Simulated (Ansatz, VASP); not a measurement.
# Pt in VASP and in Ansatz

File INCAR:

```
PREC = Accurate
ENCUT = 520
EDIFF = 1E-6
ISMEAR = -1
SIGMA = 0.1
LREAL = False
LASPH = True
NELM = 100
ALGO = Normal
ISIF = 2
LWAVE = False
LCHARG = False
GGA = RE
NBANDS = 11
```

Contents of KPOINTS:

```
Automatic mesh
0
Gamma
  22 22 22
```

The input POSCAR:

```
Pt
1.0
    0.0000000000      2.0200714172      2.0200714172
    2.0200714172      0.0000000000      2.0200714172
    2.0200714172      2.0200714172      0.0000000000
Pt
1
Direct
    0.0000000000      0.0000000000      0.0000000000
```

Input for Ansatz:

```yaml
crystal:
  lattice:
    - [0.0, 2.0200714174, 2.0200714174]
    - [2.0200714174, 0.0, 2.0200714174]
    - [2.0200714174, 2.0200714174, 0.0]
  atoms:
    - { symbol: Pt, position: [0.0, 0.0, 0.0] }
hamiltonian:
  xc: revpbe
  pseudopotentials:
    kind: paw
    azcp:
      Pt: "pseudopotentials/Pt.paw.azcp"
basis:
  ecutwfc: 420
  fft_grid_basis: typed
kpoints:
  mp_grid: { grid: [22, 22, 22], shift: [0, 0, 0] }
magnetization:
  spin_polarized: false
scf:
  occupations: { method: fermi_dirac, width: 0.1 }
output:
  stress: true
```

Alike in both runs: task single point; functional revPBE; k mesh 22 × 22 × 22; occupations fermi-dirac, width 0.1 eV; no spin polarisation.

|  | VASP | Ansatz |
| --- | --- | --- |
| version | VASP 6.6.1 | Ansatz 0.2.0 |
| potentials or method | VASP PAW PBE potentials, release 64 (Pt), cutoff 520 eV | plane waves (420 eV) with PAW, scalar-relativistic |
| valence electrons in the cell | 10 | 18 |

|  | VASP | Ansatz | Ansatz less VASP |
| --- | --- | --- | --- |
| pressure (GPa) | -8.5 | -8.1 | +0.41 |

VASP's potentials were made for PBE, not for revPBE. With one functional, cell and mesh, what is left measures potentials, basis and numerics. VASP's potentials hold 10 valence electrons a cell and Ansatz's 18, so a difference there can come from the potentials and not from the codes.

Spin-orbit coupling is off throughout.
